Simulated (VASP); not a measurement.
BaO, 2 atoms in the cell. The structure is cubic, space group Fm-3m (No. 225). Conventional cell: a = 5.544 Å, b = 5.544 Å, c = 5.544 Å, α = 90.00°, β = 90.00°, γ = 90.00°. Within 3.7 Å of Ba (site symmetry m-3m) lie 6 O at 2.77 Å. Within 3.7 Å of O (site symmetry m-3m) lie 6 Ba at 2.77 Å. 

```yaml
Program: VASP 6.6.1
Task: single point
Functional: PBE0
Potentials_or_basis: VASP PAW PBE potentials, release 64 (Ba_sv, O)
Cutoff: 520 eV
k_mesh: 6 × 6 × 6
Occupations: gaussian, width 0.01 eV
Spin: no spin polarisation
Dipole_correction: no
Grid_for_exact_exchange_PRECFOCK: Normal
Further_INCAR_settings: ALGO = Normal; EDIFF = 1e-06; NBANDS = 15
Share_of_exact_exchange: 0.25
```

Potentials or basis: VASP PAW PBE potentials, release 64 (Ba_sv, O).

Run with:

```sh
$ cat potpaw_PBE.64/Ba_sv/POTCAR potpaw_PBE.64/O/POTCAR > POTCAR
$ cp INCAR.step1 INCAR
$ mpirun -np 1 vasp_std > vasp.out
$ cp INCAR.step2 INCAR
$ mpirun -np 1 vasp_std > vasp.out
```

Hardware: 1 thread of AMD EPYC 7R43 64-Core Processor (Zen 3), with other jobs on the host.

Estimate the wall time of this run.

Wall time 44 min on 1 thread of AMD EPYC 7R43 64-Core Processor (Zen 3), on a shared host, peak memory 0.15 GiB. Counts: k points 16.
